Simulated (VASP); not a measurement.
Input of a VASP 6.6.1 run:

Contents of INCAR:

```
SYSTEM = GaP
PREC = Accurate ; ENCUT = 600
EDIFF = 1E-7 ; ISMEAR = -1
SIGMA = 0.03 ; LREAL = .FALSE.
LASPH = .TRUE. ; NELM = 100
ALGO = Normal ; ISIF = 3
LWAVE = .FALSE. ; LCHARG = .FALSE.
GGA = PE ; IBRION = 2
NSW = 100 ; EDIFFG = -0.005
```

File KPOINTS:

```
regular mesh
0
G
  13 13 13
  0 0 0
```

The input POSCAR:

```
GaP
1.0
    0.0000000000      2.7103316823      2.7103316823
    2.7103316823      0.0000000000      2.7103316823
    2.7103316823      2.7103316823      0.0000000000
Ga P
1 1
Direct
    0.0000000000      0.0000000000      0.0000000000
    0.2500000000      0.2500000000      0.2500000000
```

Potentials or basis: VASP PAW PBE potentials, release 64 (Ga_d, P).

The run is started by

```bash
$ cat potpaw_PBE.64/Ga_d/POTCAR potpaw_PBE.64/P/POTCAR > POTCAR
$ mpirun -np 1 vasp_std > vasp.out
```

Question: Predict the relaxed cell.

Answer: a = 3.893 Å, b = 3.893 Å, c = 3.893 Å, α = 60.00°, β = 60.00°, γ = 60.00°.

Question: Predict the band gap on the k mesh.

Answer: 1.58 eV.

Step by step:
| step | energy change (eV) | largest force (eV/Å) | pressure (GPa) | volume (Å³) |
| --- | --- | --- | --- | --- |
| 1 | 0.0000 | 0.0000 | 3.96 | 39.82 |
| 2 | -0.0170 | 0.0000 | -1.69 | 42.72 |
| 3 | -0.0224 | 0.0000 | 0.00 | 41.72 |

Caveat: an odd mesh through Γ misses points on the zone boundary, where band edges can lie.
